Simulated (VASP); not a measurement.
**EuS: single point with PBE+U**

The system is EuS.

```
Eu S
1.0
     0.00000    2.97850    2.97850
     5.95700    2.97850    2.97850
     5.95700    5.95700    0.00000
Eu S
2 2
Direct
  0.50000 0.50000 0.00000
  0.50000 0.50000 0.50000
  0.00000 0.00000 0.00000
  0.00000 0.00000 0.50000
```

```
Program                : VASP 6.6.1
Task                   : single point
Functional             : PBE
Potentials or basis    : VASP PAW PBE potentials, release 64 (Eu, S)
Cutoff                 : 600 eV
k mesh                 : 6 × 6 × 6
Occupations            : gaussian, width 0.05 eV
Spin                   : collinear spin, antiferromagnetic start
Starting moments       : [7.0, -7.0, 0.0, 0.0] μB
Hubbard terms          : Eu f U = 4.0 eV, J = 0.7 eV
Dipole correction      : no
LDAUTYPE               : 1
Hund's J               : 0.7
Further INCAR settings : ALGO = Normal; EDIFF = 1e-06; NBANDS = 35
```

The pressure is 0.0 GPa. The band gap on the k mesh is 0.04 eV and the net moment is 0.00 μB per cell. The site moments are Eu +6.67, -6.67; S +0.02, -0.02 μB and the valence electrons inside the program's atomic spheres are Eu 14.85; S 3.76.

Stress tensor (GPa, compression positive):
```
 0.08  0.00  0.00
 0.00 -0.07  0.00
 0.00  0.00 -0.07
```

Levels at points of the mesh, in eV from the valence-band top:
Spin up:
| k point | band 21 | band 22 | band 23 | band 24 | band 25 | band 26 |
| --- | --- | --- | --- | --- | --- | --- |
| (0.00, 0.00, 0.00) | -0.09 | 0.00 | 0.00 | 0.04 | 1.64 | 2.03 |
| (0.50, 0.00, 0.00) | -0.32 | -0.30 | -0.29 | 3.51 | 3.62 | 4.00 |
| (0.50, 0.50, 0.00) | -0.20 | -0.20 | -0.17 | 0.06 | 0.06 | 3.82 |
| (0.00, 0.00, 0.50) | -0.28 | -0.27 | -0.25 | 2.65 | 3.28 | 3.31 |
| (0.50, 0.00, 0.50) | -0.29 | -0.29 | -0.25 | 2.35 | 2.35 | 3.04 |
| (0.00, 0.50, 0.50) | -0.27 | -0.05 | -0.05 | 0.58 | 1.21 | 2.66 |
Spin down:
```tsv
k point	band 21	band 22	band 23	band 24	band 25	band 26
(0.00, 0.00, 0.00)	-0.09	0.00	0.00	0.04	1.64	2.03
(0.50, 0.00, 0.00)	-0.32	-0.30	-0.29	3.51	3.62	4.00
(0.50, 0.50, 0.00)	-0.20	-0.20	-0.17	0.06	0.06	3.82
(0.00, 0.00, 0.50)	-0.28	-0.27	-0.25	2.65	3.28	3.31
(0.50, 0.00, 0.50)	-0.29	-0.29	-0.25	2.35	2.35	3.04
(0.00, 0.50, 0.50)	-0.27	-0.05	-0.05	0.58	1.21	2.66
```

Eigenvalues of the final occupation matrices:
| site | spin | trace | eigenvalues |
| --- | --- | --- | --- |
| site 1 f | 1 | 6.78 | 0.96 0.96 0.97 0.97 0.97 0.97 0.97 |
| site 1 f | 2 | 0.01 | 0.00 0.00 0.00 0.00 0.00 0.00 0.00 |
| site 2 f | 1 | 0.01 | 0.00 0.00 0.00 0.00 0.00 0.00 0.00 |
| site 2 f | 2 | 6.78 | 0.96 0.96 0.97 0.97 0.97 0.97 0.97 |

It took 9.1 min on 1 thread of Intel(R) Xeon(R) 6975P-C (Granite Rapids), with other jobs on the host, peak memory 0.65 GiB.

Caveat: spin-orbit coupling is left out, which moves the levels of the heavy elements. A k mesh can miss the band edges.
